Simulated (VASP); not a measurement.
ZrTlF3:

```
Zr Tl F
1.0
     5.79376    0.00000    0.00000
     0.00000    5.79376    0.00000
     0.00000    0.00000    4.09681
Zr Tl F
2 2 6
Direct
  0.00000 0.00000 0.97236
  0.50000 0.50000 0.97236
  0.50000 0.00000 0.47236
  0.00000 0.50000 0.47236
  0.28972 0.21028 0.00000
  0.21028 0.71028 0.00000
  0.00000 0.00000 0.50000
  0.71028 0.78972 0.00000
  0.78972 0.28972 0.00000
  0.50000 0.50000 0.50000
```

* Program: VASP 6.6.1
* Task: relaxation of cell and atoms
* Functional: PBE
* Potentials or basis: VASP PAW PBE potentials, release 64 (Zr_sv, Tl_d, F)
* Cutoff: 600 eV
* k mesh: 4 × 4 × 4
* Occupations: gaussian, width 0.1 eV
* Spin: no spin polarisation

At the start: pressure 28.9 GPa; volume 13.75 Å³/atom.

Q: Where does the relaxation end?

A: Over 18 steps the energy falls by 286.6 meV/atom and the volume is 17.24 Å³/atom (+25.4 %); space group P4bm (No. 100, to 0.1 Å) before, Pm-3m (No. 221, to 0.1 Å).

The path:
```tsv
step	energy change (eV)	largest force (eV/Å)	pressure (GPa)	volume (Å³)
1	0.0000	2.4716	28.91	137.52
2	-2.0926	0.3475	-6.88	193.03
3	-2.6524	0.3198	0.52	169.91
4	-2.6529	0.3206	0.17	170.71
5	-2.6840	0.3013	-0.23	171.48
6	-2.7206	0.2572	-1.05	173.47
7	-2.7467	0.2367	-0.36	171.94
8	-2.7681	0.2591	1.26	168.72
9	-2.7877	0.1623	1.09	169.13
10	-2.8188	0.1593	0.65	170.34
11	-2.8201	0.2202	0.56	170.65
12	-2.8326	0.1455	-0.14	172.19
13	-2.8362	0.1270	-0.72	173.54
14	-2.8479	0.0980	-0.40	172.78
15	-2.8547	0.2093	0.15	171.60
16	-2.8628	0.1023	0.18	171.51
17	-2.8654	0.0421	0.23	171.42
18	-2.8664	0.0387	-0.21	172.42
```

Final structure:
```cif
data_structure
_symmetry_space_group_name_H-M 'P 1'
_symmetry_Int_Tables_number 1
_cell_length_a 6.2471
_cell_length_b 6.2471
_cell_length_c 4.4180
_cell_angle_alpha 90.000
_cell_angle_beta 90.000
_cell_angle_gamma 90.000
_cell_volume 172.42
loop_
_atom_site_label
_atom_site_type_symbol
_atom_site_fract_x
_atom_site_fract_y
_atom_site_fract_z
_atom_site_occupancy
Zr1 Zr 0.00000 0.00000 0.98648 1
Zr2 Zr 0.50000 0.50000 0.98648 1
Tl1 Tl 0.50000 0.00000 0.49096 1
Tl2 Tl 0.00000 0.50000 0.49096 1
F1 F 0.25514 0.24486 0.99160 1
F2 F 0.24486 0.74486 0.99160 1
F3 F 0.00000 0.00000 0.48407 1
F4 F 0.74486 0.75514 0.99160 1
F5 F 0.75514 0.25514 0.99160 1
F6 F 0.50000 0.50000 0.48407 1
```

Caveat: the k points lie up to 0.36 Å⁻¹ apart in the final cell, too coarse for converged energies and pressures of a metal; the volume moved by over 15 % at a fixed basis, so the end points are rough.
